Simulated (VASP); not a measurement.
Set up this calculation in VASP 6.6.1, as the native input.

```
Task                   : single point
Functional             : PBE
Potentials or basis    : VASP PAW PBE potentials, release 64 (Ru_pv)
Cutoff                 : 520 eV
k mesh                 : 10 × 10 × 6
Occupations            : tetrahedron
Spin                   : no spin polarisation
Dipole correction      : no
Further INCAR settings : ALGO = Normal; EDIFF = 1e-07; NBANDS = 21
```

The structure of Ru lies in POSCAR:

```
Ru
1.0
    2.7038898600      0.0000000000      0.0000000000
   -1.3519449300      2.3416373100      0.0000000000
    0.0000000000      0.0000000000      4.2816800000
Ru
2
Direct
    0.3333333300      0.6666666700      0.2500000000
    0.6666666700      0.3333333300      0.7500000000
```

One way to write it, as run:

INCAR

```
PREC = Accurate ; ENCUT = 520
EDIFF = 1E-7 ; ISMEAR = -5
SIGMA = 0.1 ; LREAL = F
LASPH = T ; NELM = 80
ALGO = Normal ; ISIF = 2
LWAVE = F ; LCHARG = F
GGA = PE ; NBANDS = 21
```

KPOINTS

```
Automatic mesh
0
Gamma
  10 10 6
```

Potentials or basis: VASP PAW PBE potentials, release 64 (Ru_pv).

Launch:

```bash
$ cat potpaw_PBE.64/Ru_pv/POTCAR > POTCAR
$ mpirun -np 1 vasp_std > vasp.out
```

It gave:

| Property | Result |
| --- | --- |
| Pressure | 4.9 GPa |
| Band gap on the k mesh | zero (band 14 reaches 14.47 eV, above the bottom of band 15 at 11.26 eV) |

Caveat: tetrahedron occupations give inexact forces and stress in metals.

Run time: 34 s on 1 thread of Intel Xeon 8259CL, with other jobs on the host, peak memory 0.15 GiB.
